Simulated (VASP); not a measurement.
LiRh, 2 atoms in the cell. The structure is hexagonal, space group P-6m2 (No. 187). Conventional cell: a = 2.237 Å, b = 2.237 Å, c = 3.649 Å, α = 90.00°, β = 90.00°, γ = 120.00°. Li (site symmetry -6m2) has 6 Rh at 2.24 Å and 6 Li at 2.24 Å within 3.0 Å. Within 3.0 Å of Rh (site symmetry -6m2) lie 6 Li at 2.24 Å and 6 Rh at 2.24 Å. 

* Program: VASP 6.6.1
* Task: relaxation of shape and atoms at fixed volume
* Functional: PBEsol
* Potentials or basis: VASP PAW PBE potentials, release 64 (Li_sv, Rh_pv)
* Cutoff: 600 eV
* k mesh: 16 × 16 × 8
* Occupations: fermi-dirac, width 0.05 eV
* Spin: collinear spin, ferromagnetic start
* Starting moments: [0.0, 1.0] μB
* Dipole correction: no
* Further INCAR settings: ALGO = Normal; EDIFF = 1e-06; IBRION = 2; EDIFFG = -0.01; NSW = 50; ISIF = 4

Potentials or basis: VASP PAW PBE potentials, release 64 (Li_sv, Rh_pv).

The run is started by

```sh
$ cat potpaw_PBE.64/Li_sv/POTCAR potpaw_PBE.64/Rh_pv/POTCAR > POTCAR
$ mpirun -np 1 vasp_std > vasp.out
```

Hardware: 1 thread of Intel(R) Xeon(R) 6975P-C (Granite Rapids) (shared host).

**Question.** How long does it take, and how much memory?

**Answer.** Run time: 74 s on 1 thread of Intel(R) Xeon(R) 6975P-C (Granite Rapids), with other jobs on the host, peak memory 0.19 GiB. Counts: scf iterations 30, k points 150, ion steps 3.
